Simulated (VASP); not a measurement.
# SrTiO3 (Pm-3m) in VASP: notebook, part 2 of 2

VASP 6.6.1. Earlier steps stand in the parts before.

## (4) Single point, LDA

This run uses another cell than the first one, of 10.74 Å³/atom, 0.937 times its volume.

INCAR reads:

```
PREC = Accurate
ENCUT = 520
EDIFF = 1E-7
ISMEAR = 0
SIGMA = 0.01
LREAL = False
LASPH = True
NELM = 80
ALGO = Normal
ISIF = 2
LWAVE = False
LCHARG = False
NBANDS = 28
```

KPOINTS reads:

```
Automatic mesh
0
Gamma
  6 6 6
```

POSCAR reads:

```
SrTiO3
1.0
    3.7721659599      0.0000000000      0.0000000000
    0.0000000000      3.7721659599      0.0000000000
    0.0000000000      0.0000000000      3.7721659599
Sr Ti O
1 1 3
Direct
    0.5000000000      0.5000000000      0.5000000000
    0.0000000000      0.0000000000      0.0000000000
    0.5000000000      0.0000000000      0.0000000000
    0.0000000000      0.5000000000      0.0000000000
    0.0000000000      0.0000000000      0.5000000000
```

Potentials or basis: VASP PAW LDA potentials, release 64 (Sr_sv, Ti_sv, O).

Launch:

```console
> cat potpaw_LDA.64/Sr_sv/POTCAR potpaw_LDA.64/Ti_sv/POTCAR potpaw_LDA.64/O/POTCAR > POTCAR
> mpirun -np 1 vasp_std > vasp.out
```

OUTCAR:

```text
PREC = Accurate
   ENCUT = 520
   EDIFF = 1E-7
   ISMEAR = 0
   LREAL = False
   LASPH = True
   NELM = 80
   ISIF = 2

 ion  position               nearest neighbor table
   1  0.500  0.500  0.500-   3 2.67   4 2.67   5 2.67   3 2.67   4 2.67   3 2.67   5 2.67   3 2.67
                             4 2.67   5 2.67   4 2.67   5 2.67   2 3.27   2 3.27   2 3.27   2 3.27
   2  0.000  0.000  0.000-   3 1.89   4 1.89   5 1.89   5 1.89   4 1.89   3 1.89   1 3.27   1 3.27
                             1 3.27   1 3.27   1 3.27   1 3.27   1 3.27   1 3.27
   3  0.500  0.000  0.000-   2 1.89   2 1.89   1 2.67   1 2.67   1 2.67   1 2.67
   4  0.000  0.500  0.000-   2 1.89   2 1.89   1 2.67   1 2.67   1 2.67   1 2.67
   5  0.000  0.000  0.500-   2 1.89   2 1.89   1 2.67   1 2.67   1 2.67   1 2.67

  LATTYP: Found a simple cubic cell.
 ALAT       =     3.7721659599

  Lattice vectors:

 A1 = (   3.7721659599,   0.0000000000,   0.0000000000)
 A2 = (   0.0000000000,   3.7721659599,   0.0000000000)
 A3 = (   0.0000000000,   0.0000000000,   3.7721659599)

Analysis of symmetry for initial positions (statically):
=====================================================================
[... 176 lines left out ...]
 cond. band min:       6.7007057446   @ k =   0.0000   0.0000   0.0000
 fundamental gap:      1.9140627926
 Fermi energy:         4.8680050043

 k-point     1 :       0.0000    0.0000    0.0000
  band No.  band energies     occupation
      1     -50.5177      2.00000
      2     -27.4256      2.00000
      3     -27.2522      2.00000
      4     -27.2522      2.00000
      5     -27.2522      2.00000
      6     -12.7254      2.00000
[... 609 lines left out ...]
     27      14.4422      0.00000
     28      14.4422      0.00000

------------------------ aborting loop because EDIFF is reached ----------------------------------------

  FORCE on cell =-STRESS in cart. coord.  units (eV):
  Direction    XX          YY          ZZ          XY          YZ          ZX
  --------------------------------------------------------------------------------------
  -------------------------------------------------------------------------------------
  Total        5.4882606      5.4882606      5.4882606     -0.0000000     -0.0000000      0.0000000
  in kB      163.8222659    163.8222659    163.8222659     -0.0000000     -0.0000000      0.0000000
  external PRESSURE =     163.8222659 kB  Pullay stress =       0.0000000 kB

 VOLUME and BASIS-vectors are now :
 -----------------------------------------------------------------------------
  energy-cutoff  :      520.00
  volume of cell :       53.68
      direct lattice vectors                 reciprocal lattice vectors
     3.772165960  0.000000000  0.000000000     0.265099683  0.000000000  0.000000000
     0.000000000  3.772165960  0.000000000     0.000000000  0.265099683  0.000000000
     0.000000000  0.000000000  3.772165960     0.000000000  0.000000000  0.265099683

 POSITION                                       TOTAL-FORCE (eV/Angst)
 -----------------------------------------------------------------------------------
      1.88608      1.88608      1.88608         0.000000      0.000000      0.000000
      0.00000      0.00000      0.00000         0.000000      0.000000      0.000000
      1.88608      0.00000      0.00000         0.000000      0.000000      0.000000
      0.00000      1.88608      0.00000         0.000000      0.000000      0.000000
      0.00000      0.00000      1.88608         0.000000      0.000000      0.000000
 -----------------------------------------------------------------------------------
    total drift:                               -0.000000      0.000000     -0.000000

  FREE ENERGIE OF THE ION-ELECTRON SYSTEM (eV)
  ---------------------------------------------------
  free  energy   TOTEN  =       -43.9845636038 eV

  energy  without entropy=      -43.9845636038  energy(sigma->0) =      -43.98456360
```

OSZICAR:

```text
N       E                     dE             d eps       ncg     rms          rms(c)
DAV:   1     0.426176105461E+03    0.42618E+03   -0.20925E+04  1120   0.157E+03
DAV:   2    -0.122041478864E+02   -0.43838E+03   -0.41724E+03  1288   0.445E+02
DAV:   3    -0.513353658978E+02   -0.39131E+02   -0.38778E+02  1284   0.134E+02
DAV:   4    -0.535986170786E+02   -0.22633E+01   -0.22596E+01  1920   0.272E+01
DAV:   5    -0.536266830483E+02   -0.28066E-01   -0.28057E-01  1472   0.281E+00    0.313E+01
DAV:   6    -0.440758148824E+02    0.95509E+01   -0.48279E+01  1516   0.672E+01    0.192E+01
DAV:   7    -0.440587458872E+02    0.17069E-01   -0.61776E+00  1380   0.198E+01    0.132E+01
DAV:   8    -0.440723712881E+02   -0.13625E-01   -0.13653E+00  1352   0.129E+01    0.340E+00
DAV:   9    -0.439883236525E+02    0.84048E-01   -0.32660E-01  1300   0.652E+00    0.881E-01
DAV:  10    -0.439891122834E+02   -0.78863E-03   -0.82037E-02  1524   0.206E+00    0.623E-01
DAV:  11    -0.439847055668E+02    0.44067E-02   -0.26505E-02  1680   0.139E+00    0.133E-01
DAV:  12    -0.439845536825E+02    0.15188E-03   -0.19080E-03  1392   0.545E-01    0.560E-02
DAV:  13    -0.439845806084E+02   -0.26926E-04   -0.26730E-04  1440   0.159E-01    0.401E-02
DAV:  14    -0.439845645723E+02    0.16036E-04   -0.42765E-05  1628   0.612E-02    0.125E-02
DAV:  15    -0.439845635254E+02    0.10469E-05   -0.83831E-06  1632   0.218E-02    0.289E-03
DAV:  16    -0.439845636038E+02   -0.78432E-07   -0.71945E-07  1344   0.806E-03
   1 F= -.43984564E+02 E0= -.43984564E+02  d E =-.139553E-32
```

Run time: 40 s. Hardware: 1 thread of Intel Xeon 8259CL, shared host; peak memory 0.16 GiB.

Results:

```yaml
Free_energy: -43.9846 eV
Pressure: 16.4 GPa
Band_gap_on_the_k_mesh: 1.91 eV, indirect (least direct gap 2.19 eV)
```

A k mesh can miss the band edges. As with any semilocal functional, this LDA gap is likely too small.

## (5) Single point, LDA

This run uses another cell than the first one, of 10.74 Å³/atom, 0.937 times its volume.

INCAR reads:

```
SYSTEM = SrTiO3
  PREC = Accurate
  ENCUT = 520
  EDIFF = 1E-7
  ISMEAR = 0
  SIGMA = 0.01
  LREAL = .FALSE.
  LASPH = .TRUE.
  NELM = 80
  ALGO = Normal
  ISIF = 2
  LWAVE = .FALSE.
  LCHARG = .FALSE.
  GGA = CA
  NBANDS = 28
```

KPOINTS reads:

```
regular mesh
0
G
  6 6 6
  0 0 0
```

POSCAR is that of step 4.

Launch:

```console
> cat potpaw_LDA.64/Sr_sv/POTCAR potpaw_LDA.64/Ti_sv/POTCAR potpaw_LDA.64/O/POTCAR > POTCAR
> mpirun -np 1 vasp_std > vasp.out
```

Run time: 42 s. Hardware: 1 thread of Intel Xeon 8259CL, shared host; peak memory 0.16 GiB.

Results (log left out):

| Property | Result |
| --- | --- |
| Free energy | -43.9846 eV |
| Pressure | 16.4 GPa |
| Band gap on the k mesh | 1.91 eV, indirect (least direct gap 2.19 eV) |

Levels at points of the mesh, in eV from the valence-band top:
| k point | band 18 | band 19 | band 20 | band 21 | band 22 | band 23 |
| --- | --- | --- | --- | --- | --- | --- |
| (0.00, 0.00, 0.00) | -0.28 | -0.28 | -0.28 | 1.91 | 1.91 | 1.91 |
| (0.50, 0.00, 0.00) | -2.40 | -0.70 | -0.70 | 2.15 | 4.29 | 4.29 |
| (0.50, 0.50, 0.00) | -1.68 | -1.62 | -0.12 | 4.31 | 4.31 | 4.78 |
| (0.50, 0.50, 0.50) | 0.00 | 0.00 | 0.00 | 5.11 | 5.11 | 5.11 |

A k mesh can miss the band edges.

## (6) Summary

| task | cell | k mesh | cutoff (eV) | smearing | gap on the mesh (eV) | pressure (GPa) |
| --- | --- | --- | --- | --- | --- | --- |
| relaxation of cell and atoms | relaxed to 15 GPa from a = 3.854 Å, 5 atoms | 6 × 6 × 6 | 600 | gaussian 0.01 eV | 1.91 | 15.0 |
| relaxation of cell and atoms | relaxed from a = 3.905 Å, 5 atoms | 8 × 8 × 8 | 600 | fermi-dirac 0.05 eV | 1.81 | 0.0 |
| single point | a = 3.772 Å, 5 atoms | 6 × 6 × 6 | 520 | gaussian 0.01 eV | 1.91 | 16.4 |

Alike in all rows: level LDA; potentials or basis VASP PAW LDA potentials, release 64 (Sr_sv, Ti_sv, O); no spin polarisation.

Caveats: the cell is relaxed towards a set pressure, so the enthalpy falls and the energy may rise (some runs).

Total energies depend on the potentials used, so only differences within one code and one set of settings carry meaning.
